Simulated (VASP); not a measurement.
# BN (Cmcm) in VASP: a series of runs

The runs below take BN through single point, with PBE.

Everything below comes from runs of VASP 6.6.1. Logs are shortened: lines on timing, memory, paths and dates and some standing lists are left out, and cuts for length are marked.

## 1. The cell of the first run

The typed cell holds 36 atoms: a = 7.465 Å, b = 7.465 Å, c = 6.495 Å, α = 90.00°, β = 90.00°, γ = 120.00°.

## 2. Single point, PBE

The input, INCAR:

```
ALGO     = Normal         # electronic algorithm
EDIFF    = 1E-6           # SCF threshold, eV
ENCUT    = 520            # plane-wave cutoff, eV
GGA      = PE             # functional
ISIF     = 2              # what is computed and relaxed
ISMEAR   = 0              # smearing method
LASPH    = True           # aspherical terms in the spheres
LCHARG   = False          # write CHGCAR
LREAL    = Auto         
LWAVE    = False          # write WAVECAR
NBANDS   = 96             # bands
NELM     = 60             # most SCF steps
PREC     = Accurate       # precision mode
SIGMA    = 0.01           # smearing width, eV
```

The input, KPOINTS:

```
Automatic mesh
0
Gamma
  1 1 1
  0.25 0.25 0.25
```

The input, POSCAR:

```
BN
1.0
    7.4650312809      0.0000000000      0.0000000000
   -3.7325156404      6.4649067293      0.0000000000
    0.0000000000      0.0000000000      6.4954828800
B N
18 18
Direct
    0.1111968462      0.2221364871      0.2500000000
    0.2221364871      0.1111968462      0.7500000000
    0.1111968462      0.5554698204      0.2500000000
    0.2221364871      0.4445301796      0.7500000000
    0.1111968462      0.8888031538      0.2500000000
    0.2221364871      0.7778635129      0.7500000000
    0.4445301796      0.2221364871      0.2500000000
    0.5554698204      0.1111968462      0.7500000000
    0.4445301796      0.5554698204      0.2500000000
    0.5554698204      0.4445301796      0.7500000000
    0.4445301796      0.8888031538      0.2500000000
    0.5554698204      0.7778635129      0.7500000000
    0.7778635129      0.2221364871      0.2500000000
    0.8888031538      0.1111968462      0.7500000000
    0.7778635129      0.5554698204      0.2500000000
    0.8888031538      0.4445301796      0.7500000000
    0.7778635129      0.8888031538      0.2500000000
    0.8888031538      0.7778635129      0.7500000000
    0.1114069255      0.2219264078      0.7500000000
    0.2219264078      0.1114069255      0.2500000000
    0.1114069255      0.5552597412      0.7500000000
    0.2219264078      0.4447402588      0.2500000000
    0.1114069255      0.8885930745      0.7500000000
    0.2219264078      0.7780735922      0.2500000000
    0.4447402588      0.2219264078      0.7500000000
    0.5552597412      0.1114069255      0.2500000000
    0.4447402588      0.5552597412      0.7500000000
    0.5552597412      0.4447402588      0.2500000000
    0.4447402588      0.8885930745      0.7500000000
    0.5552597412      0.7780735922      0.2500000000
    0.7780735922      0.2219264078      0.7500000000
    0.8885930745      0.1114069255      0.2500000000
    0.7780735922      0.5552597412      0.7500000000
    0.8885930745      0.4447402588      0.2500000000
    0.7780735922      0.8885930745      0.7500000000
    0.8885930745      0.7780735922      0.2500000000
```

Potentials or basis: VASP PAW PBE potentials, release 64 (B, N).

On the command line:

```sh
cat potpaw_PBE.64/B/POTCAR potpaw_PBE.64/N/POTCAR > POTCAR
mpirun -np 1 vasp_std > vasp.out
```

OUTCAR:

```text
EDIFF = 1E-6
   ENCUT = 520
   GGA = PE
   ISIF = 2
   ISMEAR = 0
   LASPH = True
   LREAL = Auto
   NELM = 60
   PREC = Accurate

 ion  position               nearest neighbor table
   1  0.111  0.222  0.250-  20 1.43  22 1.44  32 1.44
   2  0.222  0.111  0.750-  19 1.43  23 1.44  25 1.44
   3  0.111  0.555  0.250-  22 1.43  34 1.44  24 1.44
   4  0.222  0.445  0.750-  21 1.43  27 1.44  19 1.44
   5  0.111  0.889  0.250-  24 1.43  20 1.44  36 1.44
   6  0.222  0.778  0.750-  23 1.43  21 1.44  29 1.44
[... 28 lines left out ...]
  35  0.778  0.889  0.750-  18 1.43  14 1.44  12 1.44
  36  0.889  0.778  0.250-  17 1.43   5 1.44  15 1.44

  LATTYP: Found a hexagonal cell.
 ALAT       =     7.4650312809
 C/A-ratio  =     0.8701213211

  Lattice vectors:

 A1 = (   7.4650312809,   0.0000000000,   0.0000000000)
 A2 = (  -3.7325156404,   6.4649067293,   0.0000000000)
 A3 = (   0.0000000000,   0.0000000000,   6.4954828800)

Analysis of symmetry for initial positions (statically):
=====================================================================
 Subroutine PRICEL returns following result:

  LATTYP: Found a hexagonal cell.
 ALAT       =     2.4883437608
 C/A-ratio  =     2.6103639627

  Lattice vectors:

 A1 = (   2.4883437608,   0.0000000000,   0.0000000000)
 A2 = (  -1.2441718800,   2.1549689096,   0.0000000000)
 A3 = (   0.0000000000,   0.0000000000,   6.4954828800)

   9 primitive cells build up your supercell.

 Routine SETGRP: Setting up the symmetry group for a
 hexagonal supercell.

 Subroutine GETGRP returns: Found  8 space group operations
 (whereof  4 operations were pure point group operations)
 out of a pool of 24 trial point group operations.

The static configuration has the point symmetry C_2h.
 The point group associated with its full space group is D_2h.

Analysis of symmetry for dynamics (positions and initial velocities):
=====================================================================
 Subroutine PRICEL returns following result:

  LATTYP: Found a hexagonal cell.
 ALAT       =     2.4883437608
 C/A-ratio  =     2.6103639627

  Lattice vectors:

 A1 = (   2.4883437608,   0.0000000000,   0.0000000000)
 A2 = (  -1.2441718800,   2.1549689096,   0.0000000000)
 A3 = (   0.0000000000,   0.0000000000,   6.4954828800)

   9 primitive cells build up your supercell.

 Routine SETGRP: Setting up the symmetry group for a
 hexagonal supercell.

 Subroutine GETGRP returns: Found  8 space group operations
 (whereof  4 operations were pure point group operations)
 out of a pool of 24 trial point group operations.

The dynamic configuration has the point symmetry C_2h.
 The point group associated with its full space group is D_2h.

 Subroutine INISYM returns: Found  8 space group operations
 (whereof  4 operations are pure point group operations),
 and found     9 'primitive' translations

----------------------------------------------------------------------------------------

                                     Primitive cell

  volume of cell :      34.8308

  direct lattice vectors                    reciprocal lattice vectors
     2.488343761  0.000000000  0.000000000     0.401873735  0.232021909  0.000000000
    -1.244171880  2.154968910  0.000000000     0.000000000  0.464043818  0.000000000
     0.000000000  0.000000000  6.495482880     0.000000000  0.000000000  0.153953142

  length of vectors
     2.488343761  2.488343760  6.495482880     0.464043818  0.464043818  0.153953142

  position of ions in fractional coordinates (direct lattice)
     0.333590539  0.666409461  0.250000000
     0.666409461  0.333590539  0.750000000
     0.334220776  0.665779223  0.750000000
     0.665779223  0.334220777  0.250000000

  ion indices of the primitive-cell ions
   primitive index   ion index
                 1           1
                 2           2
                 3          19
                 4          20

----------------------------------------------------------------------------------------

 KPOINTS: Automatic mesh

Automatic generation of k-mesh.
 Grid dimensions read from file:
 generate k-points for:    1    1    1

 Generating k-lattice:

  Cartesian coordinates                     Fractional coordinates (reciprocal lattice)
     0.133957912  0.077340636  0.000000000     1.000000000  0.000000000  0.000000000
     0.000000000  0.154681273  0.000000000     0.000000000  1.000000000  0.000000000
     0.000000000  0.000000000  0.153953142     0.000000000  0.000000000  1.000000000

  Length of vectors
     0.154681273  0.154681273  0.153953142

  Shift w.r.t. Gamma in fractional coordinates (k-lattice)
     0.250000000  0.250000000  0.250000000

 Subroutine IBZKPT returns following result:
 ===========================================

 Found      2 irreducible k-points:

 Following reciprocal coordinates:
            Coordinates               Weight
  0.250000  0.250000  0.250000      4.000000
 -0.250000  0.500000  0.250000      8.000000
   k-points           NKPTS =      2   k-points in BZ     NKDIM =      2   number of bands    NBANDS=     96
   number of dos      NEDOS =    301   number of ions     NIONS =     36
   total plane-waves  NPLWV = 150528
   dimension x,y,z NGX =    56 NGY =   56 NGZ =   48
   dimension x,y,z NGXF=   112 NGYF=  112 NGZF=   96
   ions per type =              18  18
   NGX,Y,Z   is equivalent  to a cutoff of  12.47, 12.47, 12.29 a.u.
   NGXF,Y,Z  is equivalent  to a cutoff of  24.94, 24.94, 24.57 a.u.
 SYSTEM =  unknown system
   PREC   = accura    normal or accurate (medium, high low for compatibility)
   ISTART =      0    job   : 0-new  1-cont  2-samecut
   ICHARG =      2    charge: 1-file 2-atom 10-const
   ISPIN  =      1    spin polarized calculation?
   LNONCOLLINEAR =      F non collinear calculations
   LSORBIT =      F    spin-orbit coupling
   LASPH  =      T    aspherical Exc in radial PAW
   ENCUT  =  520.0 eV  38.22 Ry    6.18 a.u.  13.88 13.88 12.08*2*pi/ulx,y,z
   NELM   =     60;   NELMIN=  2; NELMDL= -5     # of ELM steps
   EDIFF  = 0.1E-05   stopping-criterion for ELM
   LREAL  =      T    real-space projection
   EDIFFG = 0.1E-04   stopping-criterion for IOM
   NSW    =      0    number of steps for IOM
   IBRION =     -1    ionic relax: 0-MD 1-quasi-New 2-CG
   NFREE  =      0    steps in history (QN), initial steepest desc. (CG)
   ISIF   =      2    stress and relaxation
   ISYM   =      2    0-nonsym 1-usesym 2-fastsym
   POTIM  = 0.5000    time-step for ionic-motion
   TEBEG  =    0.0;   TEEND  =   0.0 temperature during run
   PSTRESS=    0.0 pullay stress
   NELECT =     144.0000    total number of electrons
   NUPDOWN=      -1.0000    fix difference up-down
   EMIN   =  10.00;   EMAX   =-10.00  energy-range for DOS
   EFERMI =   0.00;   METHOD = LEGACY
   ISMEAR =     0;   SIGMA  =   0.01  broadening in eV -4-tet -1-fermi 0-gaus
   EFERMI_NEDOS =   21; number of points for ismear=-14 and -15
   IALGO  =     38    algorithm
   IMIX   =      4    mixing-type and parameters
     AMIX     =   0.40;   BMIX     =  1.00
     AMIX_MAG =   1.60;   BMIX_MAG =  1.00
  volume/ion in A,a.u.               =       8.71        58.76
  Fermi-wavevector in a.u.,A,eV,Ry     =   1.263166  2.387038 21.709310  1.595589
  Thomas-Fermi vector in A             =   2.396537
   LORBIT       =      0    0 simple, 1 ext, 2 COOP (PROOUT), +10 PAW based schemes
   GGA     = PE    functional components
   LHFCALC =     F    Hartree Fock is set to
   AEXX    =    0.0000 exact exchange contribution
   IVDW    =     0    specifies the selected vdW correction
   LEPSILON=     F    determine dielectric tensor
   LRPA    =     F    only Hartree local field effects (RPA)
 non-spin polarized calculation
 Gauss-broadening in eV      SIGMA  =   0.01
  energy-cutoff  :      520.00
  volume of cell :      313.48
 maximum number of plane-waves:      8452
   NGX = 27   NGY = 27   NGZ = 25

 number of electron     144.0000001 magnetization

 Free energy of the ion-electron system (eV)
  ---------------------------------------------------
  ext. energy  EPLUGINS =         0.00000000
  ---------------------------------------------------
  free energy    TOTEN  =      -316.54685428 eV

  energy without entropy =     -316.54685428  energy(sigma->0) =     -316.54685428

 E-fermi :   2.3954     XC(G=0): -10.2545

 val. band max:        2.2880734233   @ k =   0.2500   0.2500   0.2500
 cond. band min:       7.0835313443   @ k =   0.2500   0.2500   0.2500
 fundamental gap:      4.7954579210
 Fermi energy:         2.3953732335

 k-point     1 :       0.2500    0.2500    0.2500
  band No.  band energies     occupation
      1     -14.9509      2.00000
      2     -14.7185      2.00000
      3     -14.4246      2.00000
      4     -14.4246      2.00000
      5     -14.2077      2.00000
      6     -14.2077      2.00000
[... 76 lines left out ...]
     83       9.3374      0.00000
     84       9.7134      0.00000

 k-point     2 :      -0.2500    0.5000    0.2500
  band No.  band energies     occupation
      1     -14.9519      2.00000
      2     -14.7195      2.00000
      3     -14.4256      2.00000
      4     -14.4231      2.00000
      5     -14.2088      2.00000
      6     -14.2061      2.00000
[... 76 lines left out ...]
     83       9.3342      0.00000
     84       9.7308      0.00000
 [bands above 84 left out]

------------------------ aborting loop because EDIFF is reached ----------------------------------------

  FORCE on cell =-STRESS in cart. coord.  units (eV):
  Direction    XX          YY          ZZ          XY          YZ          ZX
  --------------------------------------------------------------------------------------
  -------------------------------------------------------------------------------------
  Total       22.8061182     21.5034592      7.1168299     -1.1281358     -0.0000000      0.0000000
  in kB      116.5618994    109.9040187     36.3740642     -5.7658938     -0.0000000      0.0000000
  external PRESSURE =      87.6133274 kB  Pullay stress =       0.0000000 kB

 VOLUME and BASIS-vectors are now :
 -----------------------------------------------------------------------------
  energy-cutoff  :      520.00
  volume of cell :      313.48
      direct lattice vectors                 reciprocal lattice vectors
     7.465031281  0.000000000  0.000000000     0.133957912  0.077340636  0.000000000
    -3.732515640  6.464906729  0.000000000     0.000000000  0.154681273  0.000000000
     0.000000000  0.000000000  6.495482880     0.000000000  0.000000000  0.153953142

 POSITION                                       TOTAL-FORCE (eV/Angst)
 -----------------------------------------------------------------------------------
      0.00096      1.43609      1.62387        -0.186829      0.107866     -0.000000
      1.24321      0.71888      4.87161         0.186829     -0.107866     -0.000000
     -1.24321      3.59106      1.62387        -0.186829      0.107866     -0.000000
     -0.00096      2.87385      4.87161         0.186829     -0.107866     -0.000000
     -2.48738      5.74603      1.62387        -0.186829      0.107866      0.000000
     -1.24513      5.02882      4.87161         0.186829     -0.107866     -0.000000
[... 28 lines left out ...]
      2.49166      5.74467      4.87161        -0.187404      0.108198      0.000000
      3.72920      5.03017      1.62387         0.187404     -0.108198     -0.000000
 -----------------------------------------------------------------------------------
    total drift:                                0.000000     -0.000000      0.000000

  FREE ENERGIE OF THE ION-ELECTRON SYSTEM (eV)
  ---------------------------------------------------
  free  energy   TOTEN  =      -316.5468542778 eV

  energy  without entropy=     -316.5468542778  energy(sigma->0) =     -316.54685428
```

Wall time 4.2 min (1 thread of Intel Xeon 8259CL, shared host); peak memory 0.37 GiB.

What came out:

```
Free energy            : -316.5469 eV
Pressure               : 8.8 GPa
Largest force          : 0.216 eV/Å
Band gap on the k mesh : 4.80 eV
```

Forces in eV/Å, atoms in the order of the input:
```
B   -0.187  0.108  0.000
B    0.187 -0.108  0.000
B   -0.187  0.108  0.000
B    0.187 -0.108  0.000
B   -0.187  0.108  0.000
B    0.187 -0.108  0.000
B   -0.187  0.108  0.000
B    0.187 -0.108  0.000
B   -0.187  0.108  0.000
B    0.187 -0.108  0.000
B   -0.187  0.108  0.000
B    0.187 -0.108  0.000
B   -0.187  0.108  0.000
B    0.187 -0.108  0.000
B   -0.187  0.108  0.000
B    0.187 -0.108  0.000
B   -0.187  0.108  0.000
B    0.187 -0.108  0.000
N   -0.187  0.108  0.000
N    0.187 -0.108  0.000
N   -0.187  0.108  0.000
N    0.187 -0.108  0.000
N   -0.187  0.108  0.000
N    0.187 -0.108  0.000
N   -0.187  0.108  0.000
N    0.187 -0.108  0.000
N   -0.187  0.108  0.000
N    0.187 -0.108  0.000
N   -0.187  0.108  0.000
N    0.187 -0.108  0.000
N   -0.187  0.108  0.000
N    0.187 -0.108  0.000
N   -0.187  0.108  0.000
N    0.187 -0.108  0.000
N   -0.187  0.108  0.000
N    0.187 -0.108  0.000
```

Levels at points of the mesh, in eV from the valence-band top:
| k point | band 69 | band 70 | band 71 | band 72 | band 73 | band 74 | band 75 | band 76 |
| --- | --- | --- | --- | --- | --- | --- | --- | --- |
| (0.25, 0.25, 0.25) | -0.40 | -0.33 | -0.33 | 0.00 | 4.80 | 4.89 | 4.89 | 5.53 |

Caveat: the stress differs along the axes, from 4 to 12 GPa; a shifted mesh leaves out Γ, where band edges can lie; this functional lacks dispersion, which binds layers or chains, so the pressure and a relaxed spacing across them are unreliable.

## 3. Single point, PBE

The input, INCAR:

```
SYSTEM = BN
  PREC = Accurate
  ENCUT = 520
  EDIFF = 1E-6
  ISMEAR = -1
  SIGMA = 0.01
  LREAL = Auto
  LASPH = .TRUE.
  NELM = 60
  ALGO = Normal
  ISIF = 2
  LWAVE = .FALSE.
  LCHARG = .TRUE.
  GGA = PE
  LELF = .TRUE.
  LVHAR = .TRUE.
  NBANDS = 96
```

The input, KPOINTS:

```
Automatic mesh
0
Gamma
  2 2 2
  0.5 0.5 0.5
```

POSCAR is that of step 2.

Potentials or basis: VASP PAW PBE potentials, release 64 (B, N).

On the command line:

```sh
cat potpaw_PBE.64/B/POTCAR potpaw_PBE.64/N/POTCAR > POTCAR
mpirun -np 1 vasp_std > vasp.out
```

It took 6.4 min on 1 thread of Intel Xeon 8259CL, shared host; peak memory 0.4 GiB.

It converged, with:

```yaml
Free_energy: -316.0505 eV
Pressure: 8.6 GPa
Largest_force: 0.217 eV/Å
Band_gap_on_the_k_mesh: 4.62 eV
```

Forces on the atoms (eV/Å):
```
B   -0.187  0.108  0.000
B    0.187 -0.108  0.000
B   -0.187  0.108  0.000
B    0.187 -0.108  0.000
B   -0.187  0.108  0.000
B    0.187 -0.108  0.000
B   -0.187  0.108  0.000
B    0.187 -0.108  0.000
B   -0.187  0.108  0.000
B    0.187 -0.108  0.000
B   -0.187  0.108  0.000
B    0.187 -0.108  0.000
B   -0.187  0.108  0.000
B    0.187 -0.108  0.000
B   -0.187  0.108  0.000
B    0.187 -0.108  0.000
B   -0.187  0.108  0.000
B    0.187 -0.108  0.000
N   -0.188  0.108  0.000
N    0.188 -0.108  0.000
N   -0.188  0.108  0.000
N    0.188 -0.108  0.000
N   -0.188  0.108  0.000
N    0.188 -0.108  0.000
N   -0.188  0.108  0.000
N    0.188 -0.108  0.000
N   -0.188  0.108  0.000
N    0.188 -0.108  0.000
N   -0.188  0.108  0.000
N    0.188 -0.108  0.000
N   -0.188  0.108  0.000
N    0.188 -0.108  0.000
N   -0.188  0.108  0.000
N    0.188 -0.108  0.000
N   -0.188  0.108  0.000
N    0.188 -0.108  0.000
```

Stress tensor (GPa, compression positive):
```
11.40 -0.56  0.00
-0.56 10.75  0.00
 0.00  0.00  3.65
```

Levels at points of the mesh, in eV from the valence-band top:
```csv
k point,band 68,band 69,band 70,band 71,band 72,band 73,band 74,band 75,band 76,band 77
"(0.25, 0.25, 0.25)",-0.83,-0.58,-0.50,-0.50,-0.17,4.62,4.71,4.71,5.35,5.69
```

Caveat: the stress differs along the axes, from 4 to 11 GPa; a shifted mesh leaves out Γ, where band edges can lie; this functional lacks dispersion, which binds layers or chains, so the pressure and a relaxed spacing across them are unreliable.
